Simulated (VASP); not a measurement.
# HfO3 (P-6m2) in VASP: notebook

The runs below take HfO3 through single point, relaxation of cell and atoms, with PBE.

Everything below comes from runs of VASP 6.6.1. Logs are shortened: lines on timing, memory, paths and dates and some standing lists are left out, and cuts for length are marked.

## (1) The cell of the first run

The structure is hexagonal, space group P-6m2 (No. 187). Conventional cell: a = 2.513 Å, b = 2.513 Å, c = 7.714 Å, α = 90.00°, β = 90.00°, γ = 120.00°. Within 3.2 Å of Hf (site symmetry -6m2) lie 6 O at 2.43 Å and 6 Hf at 2.51 Å. Within 3.2 Å of O (site symmetry -6m2) lie 12 O at 2.39 to 2.51 Å. Within 3.2 Å of O (site symmetry 3m) lie 9 O at 2.39 to 2.51 Å and 3 Hf at 2.43 Å.

## (2) Single point, PBE

Contents of INCAR:

```
  PREC = Accurate
  ENCUT = 520
  EDIFF = 1E-6
  ISMEAR = 0
  SIGMA = 0.1
  LREAL = F
  LASPH = T
  NELM = 60
  ALGO = Normal
  ISIF = 2
  LWAVE = F
  LCHARG = F
  GGA = PE
  NBANDS = 22
```

Contents of KPOINTS:

```
Automatic mesh
0
Gamma
  6 6 2
```

Contents of POSCAR:

```
HfO3
1.0
    2.5125884400      0.0000000000      0.0000000000
   -1.2562942200      2.1759654200      0.0000000000
    0.0000000000      0.0000000000      7.7142373200
Hf O
1 3
Direct
    0.0000000000      0.0000000000      0.0000000000
    0.0000000000      0.0000000000      0.5000000000
    0.3333333300      0.6666666700      0.2531949900
    0.3333333300      0.6666666700      0.7468050100
```

Potentials or basis: VASP PAW PBE potentials, release 64 (Hf_pv, O).

Started as:

```bash
$ cat potpaw_PBE.64/Hf_pv/POTCAR potpaw_PBE.64/O/POTCAR > POTCAR
$ mpirun -np 1 vasp_std > vasp.out
```

OUTCAR:

```text
PREC = Accurate
   ENCUT = 520
   EDIFF = 1E-6
   ISMEAR = 0
   LREAL = F
   LASPH = T
   NELM = 60
   ISIF = 2
   GGA = PE

 ion  position               nearest neighbor table
   1  0.000  0.000  0.000-   3 2.43   4 2.43   3 2.43   4 2.43   3 2.43   4 2.43
   2  0.000  0.000  0.500-
   3  0.333  0.667  0.253-   1 2.43   1 2.43   1 2.43
   4  0.333  0.667  0.747-   1 2.43   1 2.43   1 2.43

  LATTYP: Found a hexagonal cell.
 ALAT       =     2.5125884400
 C/A-ratio  =     3.0702351397

  Lattice vectors:

 A1 = (   2.5125884400,   0.0000000000,   0.0000000000)
 A2 = (  -1.2562942200,   2.1759654200,   0.0000000000)
 A3 = (   0.0000000000,   0.0000000000,   7.7142373200)

Analysis of symmetry for initial positions (statically):
=====================================================================
 Subroutine PRICEL returns:
 Original cell was already a primitive cell.

 Routine SETGRP: Setting up the symmetry group for a
 hexagonal supercell.

 Subroutine GETGRP returns: Found 12 space group operations
 (whereof 12 operations were pure point group operations)
 out of a pool of 24 trial point group operations.

The static configuration has the point symmetry D_3h.

Analysis of symmetry for dynamics (positions and initial velocities):
=====================================================================
 Subroutine PRICEL returns:
 Original cell was already a primitive cell.

 Routine SETGRP: Setting up the symmetry group for a
 hexagonal supercell.

 Subroutine GETGRP returns: Found 12 space group operations
 (whereof 12 operations were pure point group operations)
 out of a pool of 24 trial point group operations.

The dynamic configuration has the point symmetry D_3h.

 Subroutine INISYM returns: Found 12 space group operations
 (whereof 12 operations are pure point group operations),
 and found     1 'primitive' translations

----------------------------------------------------------------------------------------

                                     Primitive cell

  volume of cell :      42.1761

  direct lattice vectors                    reciprocal lattice vectors
     2.512588440  0.000000000  0.000000000     0.397995941  0.229783063  0.000000000
    -1.256294220  2.175965420  0.000000000     0.000000000  0.459566127  0.000000000
     0.000000000  0.000000000  7.714237320     0.000000000  0.000000000  0.129630443

  length of vectors
     2.512588440  2.512588441  7.714237320     0.459566127  0.459566127  0.129630443

  position of ions in fractional coordinates (direct lattice)
     0.000000000  0.000000000  0.000000000
     0.000000000  0.000000000  0.500000000
     0.333333330  0.666666670  0.253194990
     0.333333330  0.666666670  0.746805010

  ion indices of the primitive-cell ions
   primitive index   ion index
                 1           1
                 2           2
                 3           3
                 4           4

----------------------------------------------------------------------------------------

 KPOINTS: Automatic mesh

Automatic generation of k-mesh.
 Grid dimensions read from file:
 generate k-points for:    6    6    2

 Generating k-lattice:

  Cartesian coordinates                     Fractional coordinates (reciprocal lattice)
     0.066332657  0.038297177  0.000000000     0.166666667  0.000000000  0.000000000
     0.000000000  0.076594354  0.000000000     0.000000000  0.166666667  0.000000000
     0.000000000  0.000000000  0.064815221     0.000000000  0.000000000  0.500000000

  Length of vectors
     0.076594355  0.076594354  0.064815221

  Shift w.r.t. Gamma in fractional coordinates (k-lattice)
     0.000000000  0.000000000  0.000000000

 Subroutine IBZKPT returns following result:
 ===========================================

 Found     14 irreducible k-points:

 Following reciprocal coordinates:
            Coordinates               Weight
  0.000000  0.000000  0.000000      1.000000
  0.166667  0.000000  0.000000      6.000000
  0.333333  0.000000  0.000000      6.000000
  0.500000  0.000000  0.000000      3.000000
  0.166667  0.166667  0.000000      6.000000
  0.333333  0.166667  0.000000     12.000000
  0.333333  0.333333  0.000000      2.000000
  0.000000  0.000000  0.500000      1.000000
  0.166667  0.000000  0.500000      6.000000
  0.333333  0.000000  0.500000      6.000000
  0.500000  0.000000  0.500000      3.000000
  0.166667  0.166667  0.500000      6.000000
  0.333333  0.166667  0.500000     12.000000
  0.333333  0.333333  0.500000      2.000000
   k-points           NKPTS =     14   k-points in BZ     NKDIM =     14   number of bands    NBANDS=     22
   number of dos      NEDOS =    301   number of ions     NIONS =      4
   total plane-waves  NPLWV =  24000
   dimension x,y,z NGX =    20 NGY =   20 NGZ =   60
   dimension x,y,z NGXF=    40 NGYF=   40 NGZF=  120
   ions per type =               1   3
   NGX,Y,Z   is equivalent  to a cutoff of  13.23, 13.23, 12.93 a.u.
   NGXF,Y,Z  is equivalent  to a cutoff of  26.47, 26.47, 25.86 a.u.
 SYSTEM =  unknown system
   PREC   = accura    normal or accurate (medium, high low for compatibility)
   ISTART =      0    job   : 0-new  1-cont  2-samecut
   ICHARG =      2    charge: 1-file 2-atom 10-const
   ISPIN  =      1    spin polarized calculation?
   LNONCOLLINEAR =      F non collinear calculations
   LSORBIT =      F    spin-orbit coupling
   LASPH  =      T    aspherical Exc in radial PAW
   ENCUT  =  520.0 eV  38.22 Ry    6.18 a.u.   4.67  4.67 14.34*2*pi/ulx,y,z
   NELM   =     60;   NELMIN=  2; NELMDL= -5     # of ELM steps
   EDIFF  = 0.1E-05   stopping-criterion for ELM
   LREAL  =      F    real-space projection
   EDIFFG = 0.1E-04   stopping-criterion for IOM
   NSW    =      0    number of steps for IOM
   IBRION =     -1    ionic relax: 0-MD 1-quasi-New 2-CG
   NFREE  =      0    steps in history (QN), initial steepest desc. (CG)
   ISIF   =      2    stress and relaxation
   ISYM   =      2    0-nonsym 1-usesym 2-fastsym
   POTIM  = 0.5000    time-step for ionic-motion
   TEBEG  =    0.0;   TEEND  =   0.0 temperature during run
   PSTRESS=    0.0 pullay stress
   NELECT =      28.0000    total number of electrons
   NUPDOWN=      -1.0000    fix difference up-down
   EMIN   =  10.00;   EMAX   =-10.00  energy-range for DOS
   EFERMI =   0.00;   METHOD = LEGACY
   ISMEAR =     0;   SIGMA  =   0.10  broadening in eV -4-tet -1-fermi 0-gaus
   EFERMI_NEDOS =   21; number of points for ismear=-14 and -15
   IALGO  =     38    algorithm
   IMIX   =      4    mixing-type and parameters
     AMIX     =   0.40;   BMIX     =  1.00
     AMIX_MAG =   1.60;   BMIX_MAG =  1.00
  volume/ion in A,a.u.               =      10.54        71.15
  Fermi-wavevector in a.u.,A,eV,Ry     =   1.428144  2.698801 27.750386  2.039596
  Thomas-Fermi vector in A             =   2.548238
   LORBIT       =      0    0 simple, 1 ext, 2 COOP (PROOUT), +10 PAW based schemes
   GGA     = PE    functional components
   LHFCALC =     F    Hartree Fock is set to
   AEXX    =    0.0000 exact exchange contribution
   IVDW    =     0    specifies the selected vdW correction
   LEPSILON=     F    determine dielectric tensor
   LRPA    =     F    only Hartree local field effects (RPA)
 non-spin polarized calculation
 Gauss-broadening in eV      SIGMA  =   0.10
  energy-cutoff  :      520.00
  volume of cell :       42.18
 maximum number of plane-waves:      1156
 NGX is ok and might be reduce to    20
   NGX =  9   NGY =  9   NGZ = 29

 number of electron      28.0000002 magnetization

 Free energy of the ion-electron system (eV)
  ---------------------------------------------------
  ext. energy  EPLUGINS =         0.00000000
  ---------------------------------------------------
  free energy    TOTEN  =       -19.53720523 eV

  energy without entropy =      -19.49742509  energy(sigma->0) =      -19.51731516

 E-fermi :   2.6923     XC(G=0): -11.8458

 val. band max:        2.6674572522   @ k =   0.1667   0.1667   0.0000
 cond. band min:       2.7317893403   @ k =   0.1667   0.1667   0.5000
 fundamental gap:      0.0643320881
 Fermi energy:         2.6923074089

 k-point     1 :       0.0000    0.0000    0.0000
  band No.  band energies     occupation
      1     -27.6523      2.00000
      2     -25.4988      2.00000
      3     -25.4988      2.00000
      4     -15.9979      2.00000
      5     -14.9365      2.00000
      6     -14.0111      2.00000
[... 14 lines left out ...]
     21      11.5549      0.00000
     22      14.0342      0.00000

 k-point     2 :       0.1667    0.0000    0.0000
  band No.  band energies     occupation
      1     -27.4361      2.00000
      2     -26.7670      2.00000
      3     -25.7647      2.00000
      4     -15.5415      2.00000
      5     -14.6590      2.00000
      6     -13.7071      2.00000
[... 14 lines left out ...]
     21      11.0317      0.00000
     22      16.6700      0.00000

 k-point     3 :       0.3333    0.0000    0.0000
  band No.  band energies     occupation
      1     -28.8944      2.00000
      2     -26.9773      2.00000
      3     -26.2612      2.00000
      4     -14.4606      2.00000
      5     -14.0403      2.00000
      6     -13.1269      2.00000
[... 14 lines left out ...]
     21      11.5729      0.00000
     22      16.6266      0.00000
[... 226 lines left out ...]
 k-point    13 :       0.3333    0.1667    0.5000
  band No.  band energies     occupation
      1     -29.3416      2.00000
      2     -27.1869      2.00000
      3     -26.7364      2.00000
      4     -13.8446      2.00000
      5     -13.5497      2.00000
      6     -12.9408      2.00000
[... 14 lines left out ...]
     21      16.6004      0.00000
     22      17.6368      0.00000

 k-point    14 :       0.3333    0.3333    0.5000
  band No.  band energies     occupation
      1     -28.6669      2.00000
      2     -28.6331      2.00000
      3     -26.6147      2.00000
      4     -13.5008      2.00000
      5     -13.2596      2.00000
      6     -12.8767      2.00000
[... 14 lines left out ...]
     21      16.4932      0.00000
     22      17.6563      0.00000

------------------------ aborting loop because EDIFF is reached ----------------------------------------

  FORCE on cell =-STRESS in cart. coord.  units (eV):
  Direction    XX          YY          ZZ          XY          YZ          ZX
  --------------------------------------------------------------------------------------
  -------------------------------------------------------------------------------------
  Total       13.6479154     13.6479154    -13.7251734     -0.0000000     -0.0000000      0.0000000
  in kB      518.4543971    518.4543979   -521.3892605     -0.0000000     -0.0000000      0.0000000
  external PRESSURE =     171.8398448 kB  Pullay stress =       0.0000000 kB

 VOLUME and BASIS-vectors are now :
 -----------------------------------------------------------------------------
  energy-cutoff  :      520.00
  volume of cell :       42.18
      direct lattice vectors                 reciprocal lattice vectors
     2.512588440  0.000000000  0.000000000     0.397995941  0.229783063  0.000000000
    -1.256294220  2.175965420  0.000000000     0.000000000  0.459566127  0.000000000
     0.000000000  0.000000000  7.714237320     0.000000000  0.000000000  0.129630443

 POSITION                                       TOTAL-FORCE (eV/Angst)
 -----------------------------------------------------------------------------------
      0.00000      0.00000      0.00000        -0.000000      0.000000     -0.000000
      0.00000      0.00000      3.85712        -0.000000     -0.000000     -0.000000
     -0.00000      1.45064      1.95321         0.000000     -0.000000     -3.455141
     -0.00000      1.45064      5.76103         0.000000      0.000000      3.455141
 -----------------------------------------------------------------------------------
    total drift:                                0.000029     -0.000017     -0.000000

  FREE ENERGIE OF THE ION-ELECTRON SYSTEM (eV)
  ---------------------------------------------------
  free  energy   TOTEN  =       -19.5372052260 eV

  energy  without entropy=      -19.4974250892  energy(sigma->0) =      -19.51731516
```

Wall time 16 s (1 thread of Intel Xeon Platinum 8559C (Emerald Rapids), shared host); peak memory 0.16 GiB.

Results:

| Quantity | Value |
| --- | --- |
| Free energy | -19.5372 eV |
| Pressure | 17.2 GPa |
| Largest force | 3.455 eV/Å |
| Band gap on the k mesh | zero (band 14 reaches 3.30 eV, above the bottom of band 15 at 2.18 eV) |

Forces in eV/Å, atoms in the order of the input:
```
Hf   0.000  0.000  0.000
O    0.000  0.000  0.000
O    0.000  0.000 -3.455
O    0.000  0.000  3.455
```

Stress tensor (GPa, compression positive):
```
 51.85   0.00   0.00
  0.00  51.85   0.00
  0.00   0.00 -52.14
```

Levels at points of the mesh, in eV from the Fermi level:
| k point | band 10 | band 11 | band 12 | band 13 | band 14 | band 15 | band 16 | band 17 | band 18 | band 19 |
| --- | --- | --- | --- | --- | --- | --- | --- | --- | --- | --- |
| (0.00, 0.00, 0.00) | 0.27 | 0.27 | 0.31 | 0.61 | 0.61 | 0.90 | 0.90 | 2.58 | 2.58 | 6.55 |
| (0.50, 0.00, 0.00) | -3.51 | -3.04 | -0.63 | -0.60 | -0.58 | -0.51 | 0.46 | 2.85 | 7.05 | 7.10 |
| (0.00, 0.00, 0.50) | 0.09 | 0.35 | 0.35 | 0.45 | 0.45 | 0.99 | 0.99 | 2.57 | 2.57 | 6.78 |
| (0.50, 0.00, 0.50) | -4.23 | -1.75 | -1.46 | -0.85 | -0.23 | -0.14 | 0.32 | 2.70 | 7.06 | 7.08 |

Caveat: the k points lie up to 0.48 Å⁻¹ apart; spin-orbit coupling is left out, which moves the levels of the heavy elements; forces of over 1 eV/Å act on the atoms, so gaps and moduli don't describe the material at rest.

## (3) Single point, PBE

This run uses another cell than the first one, of 11.65 Å³/atom, 1.105 times its volume.

Contents of INCAR:

```
SYSTEM = HfO3
PREC = Accurate
ENCUT = 520
EDIFF = 1E-7
ISMEAR = 0
SIGMA = 0.1
LREAL = .False.
LASPH = .True.
NELM = 80
ALGO = Normal
ISIF = 2
LWAVE = .False.
LCHARG = .False.
GGA = PE
NBANDS = 22
```

Contents of KPOINTS:

```
regular mesh
0
Gamma
  6 6 2
  0 0 0
```

Contents of POSCAR:

```
HfO3
1.0
    3.5971512598      0.0000000000      0.0000000000
   -1.7985756299      3.1152243722      0.0000000000
    0.0000000000      0.0000000000      4.1580858107
Hf O
1 3
Direct
    0.0000000000      0.0000000000      0.0000000000
    0.0000000000      0.0000000000      0.5000000000
    0.3333333333      0.6666666667      0.2325859278
    0.3333333333      0.6666666667      0.7674140722
```

Potentials or basis: VASP PAW PBE potentials, release 64 (Hf_pv, O).

Started as:

```bash
$ cat potpaw_PBE.64/Hf_pv/POTCAR potpaw_PBE.64/O/POTCAR > POTCAR
$ mpirun -np 1 vasp_std > vasp.out
```

Run time: 10 s. Hardware: 1 thread of Intel Xeon Platinum 8559C (Emerald Rapids), shared host; peak memory 0.16 GiB.

The run converged. Its results:

| Property | Result |
| --- | --- |
| Free energy | -30.5958 eV |
| Pressure | -2.1 GPa |
| Largest force | 0.045 eV/Å |
| Band gap on the k mesh | zero (band 14 reaches 3.30 eV, above the bottom of band 15 at 2.75 eV) |

Forces on the atoms (eV/Å):
```
Hf   0.000  0.000  0.000
O    0.000  0.000  0.000
O    0.000  0.000 -0.045
O    0.000  0.000  0.045
```

Stress tensor (GPa, compression positive):
```
-1.71  0.00  0.00
 0.00 -1.71  0.00
 0.00  0.00 -2.79
```

Levels at points of the mesh, in eV from the Fermi level:
```tsv
k point	band 12	band 13	band 14	band 15	band 16	band 17
(0.00, 0.00, 0.00)	-1.51	-0.98	-0.98	1.84	2.04	4.77
(0.50, 0.00, 0.00)	-0.65	-0.59	-0.32	1.83	2.17	4.66
(0.00, 0.00, 0.50)	-2.61	-0.83	-0.39	-0.39	2.38	5.33
(0.50, 0.00, 0.50)	-2.62	-1.65	0.15	0.46	2.35	4.74
```

Caveat: the k points lie up to 0.76 Å⁻¹ apart; spin-orbit coupling is left out, which moves the levels of the heavy elements.

## (4) Single point, PBE

This run uses another cell than the first one, of 12.87 Å³/atom, 1.221 times its volume.

Contents of INCAR:

```
SYSTEM = HfO3
PREC     = Accurate       ! precision mode
ENCUT    = 520            ! plane-wave cutoff, eV
EDIFF    = 1E-7           ! SCF threshold, eV
ISMEAR   = 0              ! smearing method
SIGMA    = 0.1            ! smearing width, eV
LREAL    = .False.        ! projectors in reciprocal space
LASPH    = .True.         ! aspherical terms in the spheres
NELM     = 60             ! most SCF steps
ALGO     = Normal         ! electronic algorithm
ISIF     = 2              ! what is computed and relaxed
LWAVE    = .False.        ! write WAVECAR
LCHARG   = .False.        ! write CHGCAR
GGA      = PE             ! functional
NBANDS   = 22             ! bands
```

Contents of KPOINTS:

```
regular mesh
0
Gamma
  6 6 4
  0 0 0
```

Contents of POSCAR:

```
HfO3
1.0
    3.8280060681      0.0000000000      0.0000000000
   -1.9140030341      3.3151505009      0.0000000000
    0.0000000000      0.0000000000      4.0576493010
Hf O
1 3
Direct
    0.0000000000      0.0000000000      0.0000000000
    0.0000000000      0.0000000000      0.5000000000
    0.3333333333      0.6666666667      0.1870549886
    0.3333333333      0.6666666667      0.8129450114
```

Started as:

```bash
$ cat potpaw_PBE.64/Hf_pv/POTCAR potpaw_PBE.64/O/POTCAR > POTCAR
$ mpirun -np 1 vasp_std > vasp.out
```

It took 15 s on 1 thread of Intel Xeon Platinum 8559C (Emerald Rapids), shared host; peak memory 0.16 GiB.

Results (log left out):

```
Free energy            : -30.9149 eV
Pressure               : -1.4 GPa
Largest force          : 0.164 eV/Å
Band gap on the k mesh : 0.21 eV, direct
```

Forces in eV/Å, atoms in the order of the input:
```
Hf   0.000  0.000  0.000
O    0.000  0.000  0.000
O    0.000  0.000  0.164
O    0.000  0.000 -0.164
```

Stress tensor (GPa, compression positive):
```
-1.30  0.00  0.00
 0.00 -1.30  0.00
 0.00  0.00 -1.49
```

Levels at points of the mesh, in eV from the valence-band top:
```csv
k point,band 11,band 12,band 13,band 14,band 15,band 16,band 17,band 18
"(0.00, 0.00, 0.00)",-2.65,-1.32,-1.08,-1.08,0.28,3.61,3.61,3.71
"(0.50, 0.00, 0.00)",-2.97,-1.15,-0.95,-0.87,1.05,3.14,3.18,3.79
"(0.00, 0.00, 0.50)",-3.79,-3.79,-0.87,-0.87,0.61,1.71,4.21,4.21
"(0.50, 0.00, 0.50)",-4.47,-3.80,-1.27,-0.16,1.04,1.81,3.12,5.53
```

Caveat: spin-orbit coupling is left out, which moves the levels of the heavy elements. A k mesh can miss the band edges.

(Part 1 of 2 ends here.)
